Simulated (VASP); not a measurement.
The system is Ge.

```
Ge
1.0
     0.00000    2.82868    2.82868
     2.82868    0.00000    2.82868
     2.82868    2.82868    0.00000
Ge
2
Direct
  0.50000 0.50000 0.50000
  0.75000 0.75000 0.75000
```

| Quantity | Value |
| --- | --- |
| Program | VASP 6.6.1 |
| Task | relaxation of cell and atoms |
| Functional | PBE |
| Potentials or basis | VASP PAW PBE potentials, release 64 (Ge_d) |
| Cutoff | 500 eV |
| k mesh | 5 × 5 × 5 |
| Occupations | fermi-dirac, width 0.05 eV |
| Spin | no spin polarisation |

At the start: pressure 3.7 GPa; volume 22.63 Å³/atom.

How do energy, volume and symmetry change on relaxing?

Over 3 steps the energy falls by 15.0 meV/atom and the volume is 23.98 Å³/atom (+5.9 %); space group Fd-3m (No. 227, to 0.1 Å) before and after.

Step by step:
```csv
step,energy change (eV),largest force (eV/Å),pressure (GPa),volume (Å³)
1,0.0000,0.0000,3.67,45.27
2,-0.0276,0.0000,-0.95,48.75
3,-0.0300,0.0000,-0.04,47.96
```

Final structure:
```yaml
crystal:
  lattice:
    - [0.00000, 2.88367, 2.88367]
    - [2.88367, 0.00000, 2.88367]
    - [2.88367, 2.88367, 0.00000]
  atoms:
    - { symbol: Ge, position: [0.50000, 0.50000, 0.50000] }
    - { symbol: Ge, position: [0.75000, 0.75000, 0.75000] }
```

Caveat: the k points lie up to 0.38 Å⁻¹ apart in the final cell.
